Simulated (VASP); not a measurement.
A run of VASP 6.6.1 is set up as follows.

POSCAR

```
InSb
1.0
    0.0000000000      3.2599290560      3.2599290560
    3.2599290560      0.0000000000      3.2599290560
    3.2599290560      3.2599290560      0.0000000000
In Sb
1 1
Direct
    0.0000000000      0.0000000000      0.0000000000
    0.2500000000      0.2500000000      0.2500000000
```

File INCAR.step1:

```
PREC = Accurate ; ENCUT = 400
EDIFF = 1E-5 ; ISMEAR = 0
SIGMA = 0.1 ; LREAL = False
LASPH = True ; NELM = 120
ALGO = Normal ; ISIF = 2
LWAVE = True ; NBANDS = 21
GGA = PE ; GGA_COMPAT = False
```

Contents of INCAR.step2:

```
PREC = Accurate ; ENCUT = 400
EDIFF = 1E-6 ; ISMEAR = 0
SIGMA = 0.1 ; LREAL = False
LASPH = True ; NELM = 120
ALGO = Normal ; ISIF = 2
LWAVE = False ; LCHARG = True
GGA = PE ; LHFCALC = True
AEXX = 0.25 ; PRECFOCK = Normal
LELF = True ; LVHAR = True
NBANDS = 21 ; ISTART = 1
GGA_COMPAT = False
```

File KPOINTS:

```
regular mesh
0
Gamma
  4 4 4
```

Potentials or basis: VASP PAW PBE potentials, release 64 (In_d, Sb_d_GW).

The run is started by

```bash
$ cat potpaw_PBE.64/In_d/POTCAR potpaw_PBE.64/Sb_d_GW/POTCAR > POTCAR
$ cp INCAR.step1 INCAR
$ mpirun -np 1 vasp_std > vasp.out
$ cp INCAR.step2 INCAR
$ mpirun -np 1 vasp_std > vasp.out
```

(1) Estimate the band gap on the k mesh.

(2) Predict the pressure.

Results:

(1) 1.08 eV.

(2) 0.3 GPa.

Caveat: the PAW data sets were made with another functional, which shifts forces and pressure a little; spin-orbit coupling is left out, which moves the levels of the heavy elements.
